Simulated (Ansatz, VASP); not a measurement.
**Two plane-wave programs on WSe2**

```xyz
6
Lattice="3.3692 0.0000 0.0000 -1.6846 2.9178 0.0000 0.0000 0.0000 13.6204" Properties=species:S:1:pos:R:3 pbc="T T T"
W     1.6846    0.9726   10.2153
W     0.0000    1.9452    3.4051
Se    0.0000    1.9452   11.8544
Se    1.6846    0.9726    5.0442
Se    0.0000    1.9452    8.5762
Se    1.6846    0.9726    1.7660
```

Change from the starting cell: equal strain along all axes, cell held, atoms relaxed: +3.0 %.

Alike in both runs: functional PBEsol; k mesh 12 × 12 × 2; occupations gaussian, width 0.02 eV; no spin polarisation.

Ansatz relaxed the structure, and its values are those at the end. VASP's run is a single point on that final structure, the one shown.

|  | VASP | Ansatz |
| --- | --- | --- |
| version | VASP 6.6.1 | Ansatz 0.2.0 |
| potentials or method | VASP PAW PBE potentials, release 64 (W_sv, Se), cutoff 520 eV | scalar-relativistic, plane waves, PAW |
| valence electrons in the cell | 52 | 92 |

|  | VASP | Ansatz | Ansatz less VASP |
| --- | --- | --- | --- |
| gap on the k mesh at the Fermi level (eV) | 0.96 | 0.96 | +0.009 |
| least direct gap on the mesh (eV) | 1.27 | 1.28 | +0.003 |
| pressure (GPa) | -3.9 | -4.2 | -0.34 |
| rms of the force components (eV/Å) | 0.026 | 0.000 | -0.0256 |

VASP's potentials were made for PBE, not for PBEsol. With one functional, cell and mesh, what is left measures potentials, basis and numerics. VASP's potentials hold 52 valence electrons a cell and Ansatz's 92, so a difference there can come from the potentials and not from the codes. Ansatz's warnings: stress scf threshold loose.

Neither program's run includes spin-orbit coupling.
